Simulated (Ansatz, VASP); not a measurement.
**SnO: VASP beside Ansatz**

The input INCAR:

```
ALGO = Normal
DIPOL = 0.5 0.5 0.404
EDIFF = 1E-6
ENCUT = 520
GGA = PE
IDIPOL = 3
ISIF = 2
ISMEAR = 0
IVDW = 12
LASPH = True
LCHARG = False
LDIPOL = True
LREAL = False
LWAVE = False
NBANDS = 50
NELM = 100
PREC = Accurate
SIGMA = 0.05
```

Contents of KPOINTS:

```
k-points
0
Gamma
  7 7 1
```

POSCAR

```
SnO
1.0
    3.8201526697      0.0002954396      0.0000000000
   -0.0003145245      3.8201526682      0.0000000000
    0.0000000000      0.0000000000     22.2260755522
Sn O
4 4
Direct
    0.9999453086      0.9999453086      0.2024648926
    0.4999453086      0.4999453086      0.3087831570
    0.6249453086      0.9999453086      0.5000000000
    1.1249453086      1.4999453086      0.6063182644
    0.9999461247      0.4999461247      0.2556240248
    0.4999461247      0.9999461247      0.2556240248
    0.6249444925      1.4999444925      0.5531591322
    1.1249444925      0.9999444925      0.5531591322
```

Input for Ansatz:

```yaml
crystal:
  lattice:
    - [3.8201526697, 0.0002954396, 0.0]
    - [-0.0003145245, 3.8201526682, 0.0]
    - [0.0, 0.0, 22.2260755522]
  atoms:
    - { symbol: Sn, position: [0.9999453086, 0.9999453086, 0.2024648926] }
    - { symbol: O, position: [0.9999461247, 0.4999461247, 0.2556240248] }
    - { symbol: O, position: [0.4999461247, 0.9999461247, 0.2556240248] }
    - { symbol: Sn, position: [0.4999453086, 0.4999453086, 0.308783157] }
    - { symbol: Sn, position: [0.6249453086, 0.9999453086, 0.5] }
    - { symbol: O, position: [0.6249444925, 1.4999444925, 0.5531591322] }
    - { symbol: O, position: [1.1249444925, 0.9999444925, 0.5531591322] }
    - { symbol: Sn, position: [1.1249453086, 1.4999453086, 0.6063182644] }
basis:
  ecutwfc: 420
kpoints:
  mp_grid: { grid: [7, 7, 1] }
hamiltonian:
  xc: pbe
  pseudopotentials: { kind: paw, azcp: { folder: soft_1 } }
  dispersion: d3bj
scf:
  occupations: { method: gaussian, width: 0.05 }
output:
  forces: true
  eigenvalues: true
  write_density: true
  write_potential: true
  elf: true
  volumetric_format: npy
efield:
  axis: 3
  dipole_correction: true
  ramp_width: 0.04
```

Alike in both runs: task single point; functional PBE; dispersion D3(BJ); k mesh 7 × 7 × 1; occupations gaussian, width 0.05 eV; no spin polarisation.

```csv
,VASP,Ansatz
version,VASP 6.6.1,Ansatz 0.2.0
potentials or method,"VASP PAW PBE potentials, release 64 (Sn_d, O), cutoff 520 eV","scalar-relativistic, plane waves, PAW"
valence electrons in the cell,80,80
```

Ansatz gave:

- gap on the k mesh at the Fermi level (eV): 2.56
- least direct gap on the mesh (eV): 2.63
- rms of the force components (eV/Å): 0.017

What did VASP give for the same quantities?

gap on the k mesh at the Fermi level (eV): 2.55; least direct gap on the mesh (eV): 2.58; rms of the force components (eV/Å): 0.050.

Ansatz's warnings: structure snapped to symmetry, xc potential rough in thin density.
